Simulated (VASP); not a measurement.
Here is a VASP 6.6.1 calculation.

The input INCAR:

```
  PREC = Accurate
  ENCUT = 520
  EDIFF = 1E-7
  ISMEAR = -1
  SIGMA = 0.15
  LREAL = F
  LASPH = T
  NELM = 100
  ALGO = Normal
  ISIF = 2
  LWAVE = F
  LCHARG = F
  GGA = PS
  NBANDS = 18
```

File KPOINTS:

```
regular mesh
0
Gamma
  10 10 10
```

The input POSCAR:

```
ScAl3
1.0
    4.0737600868      0.0000000000      0.0000000000
    0.0000000000      4.0737600868      0.0000000000
    0.0000000000      0.0000000000      4.0737600868
Sc Al
1 3
Direct
    0.0000000000      0.0000000000      0.0000000000
    0.5000000000      0.0000000000      0.5000000000
    0.0000000000      0.5000000000      0.5000000000
    0.5000000000      0.5000000000      0.0000000000
```

Potentials or basis: VASP PAW PBE potentials, release 64 (Sc_sv, Al).

Run with:

```sh
$ cat potpaw_PBE.64/Sc_sv/POTCAR potpaw_PBE.64/Al/POTCAR > POTCAR
$ mpirun -np 1 vasp_std > vasp.out
```

(1) Estimate the pressure.

(2) What does it give for the band gap on the k mesh?

## Answers

(1) 0.1 GPa.

(2) zero (band 10 reaches 8.24 eV, above the bottom of band 11 at 4.34 eV).

Caveat: the PAW data sets were made with another functional, which shifts forces and pressure a little.
